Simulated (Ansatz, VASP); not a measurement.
One calculation of Si, two programs

File INCAR:

```
PREC     = Accurate       # precision mode
ENCUT    = 520            # plane-wave cutoff, eV
EDIFF    = 1E-7           # SCF threshold, eV
ISMEAR   = 0              # smearing method
SIGMA    = 0.1            # smearing width, eV
LREAL    = F              # projectors in reciprocal space
LASPH    = T              # aspherical terms in the spheres
NELM     = 100            # most SCF steps
ALGO     = Normal         # electronic algorithm
ISIF     = 2              # what is computed and relaxed
LWAVE    = F              # write WAVECAR
LCHARG   = T              # write CHGCAR
GGA      = PE             # functional
LELF     = T              # ELF
LVHAR    = T            
NBANDS   = 26             # bands
```

Contents of KPOINTS:

```
regular mesh
0
Gamma
  4 4 4
```

POSCAR

```
Si
1.0
    0.0000000000      5.8629946500      5.8629946500
    5.8629946500      0.0000000000      5.8629946500
    5.8629946500      5.8629946500      0.0000000000
Si
8
Direct
    0.8062530200      0.0645823300      0.0645823300
    0.1854176700      0.1854176700      0.1854176700
    0.1854176700      0.1854176700      0.4437469800
    0.1854176700      0.4437469800      0.1854176700
    0.0645823300      0.8062530200      0.0645823300
    0.0645823300      0.0645823300      0.0645823300
    0.0645823300      0.0645823300      0.8062530200
    0.4437469800      0.1854176700      0.1854176700
```

Input for Ansatz:

```yaml
crystal:
  lattice:
    - [0.0, 5.86299465, 5.86299465]
    - [5.86299465, 0.0, 5.86299465]
    - [5.86299465, 5.86299465, 0.0]
  atoms:
    - { symbol: Si, position: [0.80625302, 0.06458233, 0.06458233] }
    - { symbol: Si, position: [0.18541767, 0.18541767, 0.18541767] }
    - { symbol: Si, position: [0.18541767, 0.18541767, 0.44374698] }
    - { symbol: Si, position: [0.18541767, 0.44374698, 0.18541767] }
    - { symbol: Si, position: [0.06458233, 0.80625302, 0.06458233] }
    - { symbol: Si, position: [0.06458233, 0.06458233, 0.06458233] }
    - { symbol: Si, position: [0.06458233, 0.06458233, 0.80625302] }
    - { symbol: Si, position: [0.44374698, 0.18541767, 0.18541767] }
basis:
  ecutwfc: 420
kpoints:
  mp_grid: { grid: [4, 4, 4] }
hamiltonian:
  xc: pbe
scf:
  occupations: { method: gaussian, width: 0.1 }
  lower_state_search: "off"
output:
  forces: true
  stress: true
  eigenvalues: true
```

Alike in both runs: task single point; functional PBE; k mesh 4 × 4 × 4; occupations gaussian, width 0.1 eV; no spin polarisation.

|  | VASP | Ansatz |
| --- | --- | --- |
| version | VASP 6.6.1 | Ansatz 0.2.0 |
| potentials or method | VASP PAW PBE potentials, release 64 (Si), cutoff 520 eV | scalar-relativistic, plane waves, PAW |
| valence electrons in the cell | 32 | 32 |

|  | VASP | Ansatz | Ansatz less VASP |
| --- | --- | --- | --- |
| gap on the k mesh at the Fermi level (eV) | 0.03 | 0.02 | -0.010 |
| least direct gap on the mesh (eV) | 0.03 | 0.02 | -0.010 |
| pressure (GPa) | 5.6 | 5.7 | +0.08 |
| rms of the force components (eV/Å) | 4.049 | 4.072 | +0.0230 |

Atom by atom the forces differ by 0.023 eV/Å (rms over components). With one functional, cell and mesh, what is left measures potentials, basis and numerics.
